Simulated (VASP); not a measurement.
Ti: single point with PBE

The system is Ti.

```
CELL_PARAMETERS angstrom
3.01545 0.00000 0.00000
-1.50772 2.61146 0.00000
0.00000 0.00000 4.77698
ATOMIC_POSITIONS crystal
Ti 0.33333 0.66667 0.25000
Ti 0.66667 0.33333 0.75000
```

This cell differs from its parent crystal: volume scaled by 1.08.

| Property | Result |
| --- | --- |
| Program | VASP 6.6.1 |
| Task | single point |
| Functional | PBE |
| Potentials or basis | VASP PAW PBE potentials, release 64 (Ti_sv) |
| Cutoff | 520 eV |
| k mesh | 20 × 20 × 11 |
| Occupations | fermi-dirac, width 0.1 eV |
| Spin | no spin polarisation |
| Dipole correction | no |
| Further INCAR settings | ALGO = Normal; EDIFF = 1e-06; NBANDS = 19 |

```yaml
Pressure: -7.6 GPa
Band_gap_on_the_k_mesh: zero (band 12 reaches 8.25 eV, above the bottom of band 13 at 7.21 eV)
```

Stress tensor (GPa, compression positive):
```
-7.51  0.00  0.00
 0.00 -7.51  0.00
 0.00  0.00 -7.67
```

Levels at points of the mesh, in eV from the Fermi level:
| k point | band 10 | band 11 | band 12 | band 13 | band 14 | band 15 |
| --- | --- | --- | --- | --- | --- | --- |
| (0.00, 0.00, 0.00) | -2.48 | 0.60 | 0.75 | 0.75 | 0.85 | 1.19 |
| (0.50, 0.00, 0.00) | -1.92 | -1.62 | -0.67 | 0.49 | 0.59 | 1.09 |

Run time: 85 s on 1 thread of Intel Xeon 6975P-C, on a shared host, peak memory 0.27 GiB.
